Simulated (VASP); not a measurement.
TiO2: single point with PBE

Crystal: TiO2.

```
Ti O
1.0
    -1.89127    1.89127    4.80751
     1.89127   -1.89127    4.80751
     1.89127    1.89127   -4.80751
Ti O
2 4
Direct
  0.00000 0.00000 0.00000
  0.75000 0.25000 0.50000
  0.95715 0.45715 0.50000
  0.20715 0.20715 0.00000
  0.54285 0.04285 0.50000
  0.79285 0.79285 0.00000
```

| Property | Result |
| --- | --- |
| Program | VASP 6.6.1 |
| Task | single point |
| Functional | PBE |
| Potentials or basis | VASP PAW PBE potentials, release 64 (Ti_sv, O) |
| Cutoff | 520 eV |
| k mesh | 6 × 6 × 8 |
| Occupations | gaussian, width 0.01 eV |
| Spin | no spin polarisation |
| Dipole correction | no |
| Further INCAR settings | ALGO = Normal; EDIFF = 1e-06; NBANDS = 33 |

| Property | Result |
| --- | --- |
| Pressure | 4.1 GPa |
| Largest force | 0.068 eV/Å |
| Band gap on the k mesh | 2.15 eV (least direct gap 2.55 eV) |

Forces in eV/Å, atoms in the order of the input:
```
Ti   0.000  0.000  0.000
Ti   0.000  0.000  0.000
O    0.000  0.000  0.068
O    0.000  0.000  0.068
O    0.000  0.000 -0.068
O    0.000  0.000 -0.068
```

Stress tensor (GPa, compression positive):
```
4.07 0.00 0.00
0.00 4.07 0.00
0.00 0.00 4.22
```

Levels at points of the mesh, in eV from the valence-band top:
| k point | band 20 | band 21 | band 22 | band 23 | band 24 | band 25 | band 26 | band 27 | band 28 | band 29 |
| --- | --- | --- | --- | --- | --- | --- | --- | --- | --- | --- |
| (0.00, 0.00, 0.00) | -0.75 | -0.75 | -0.75 | -0.41 | -0.41 | 2.15 | 2.85 | 4.04 | 4.04 | 4.05 |
| (0.50, 0.00, 0.00) | -1.90 | -1.90 | -0.89 | -0.81 | -0.61 | 3.26 | 3.56 | 3.59 | 3.64 | 4.30 |
| (0.50, 0.50, 0.00) | -2.59 | -2.00 | -2.00 | -0.01 | -0.01 | 3.32 | 3.32 | 3.80 | 3.80 | 4.89 |
| (0.50, 0.50, 0.50) | -1.31 | -1.22 | -1.22 | -0.08 | -0.08 | 2.49 | 2.49 | 3.78 | 3.78 | 4.32 |

It took 5.9 min on 1 thread of Intel(R) Xeon(R) Platinum 8488C (Sapphire Rapids), with other jobs on the host, peak memory 0.34 GiB.

Caveat: the cell stands under pressure. A k mesh can miss the band edges.
